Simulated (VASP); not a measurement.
## Ta: electric field gradients with PBE

The system is Ta.

```
CELL_PARAMETERS angstrom
-1.61825 1.65128 1.65128
1.65128 -1.61825 1.65128
1.65128 1.65128 -1.61825
ATOMIC_POSITIONS crystal
Ta 0.00000 0.00000 0.00000
```

This cell differs from its parent crystal: equal xy, yz and zx shear strains of +2 %.

- Program: VASP 6.6.1
- Task: electric field gradients
- Functional: PBE
- Potentials or basis: VASP PAW PBE potentials, release 64 (Ta_pv)
- Cutoff: 520 eV
- k mesh: 17 × 17 × 17
- Occupations: fermi-dirac, width 0.08 eV
- Spin: no spin polarisation
- Dipole correction: no
- Further INCAR settings: ALGO = Normal; EDIFF = 1e-08; NBANDS = 12

The pressure is 3.4 GPa.

Stress tensor (GPa, compression positive):
```
 3.44 -1.62 -1.62
-1.62  3.44 -1.62
-1.62 -1.62  3.44
```

Levels at points of the mesh, in eV from the Fermi level:
```csv
k point,band 2,band 3,band 4,band 5,band 6,band 7,band 8,band 9,band 10,band 11
"(0.00, 0.00, 0.00)",-33.04,-33.04,-7.92,0.55,0.55,1.06,4.03,4.03,14.70,14.83
```

Electric field gradients, principal values (V/Å²):
| atom | least | middle | greatest (by size) |
| --- | --- | --- | --- |
| 1 Ta | 12.156 | 12.156 | -24.312 |

It took 32 s on 1 thread of Intel(R) Xeon(R) Platinum 8559C (Emerald Rapids), on a shared host, peak memory 0.22 GiB.

Caveat: the cell differs from its parent crystal (equal xy, yz and zx shear strains of +2 %); without QUAD_EFG the Cq values of the log hold for a quadrupole moment of 1 mb, not for the nuclei; spin-orbit coupling is left out, which moves the levels of the heavy elements.
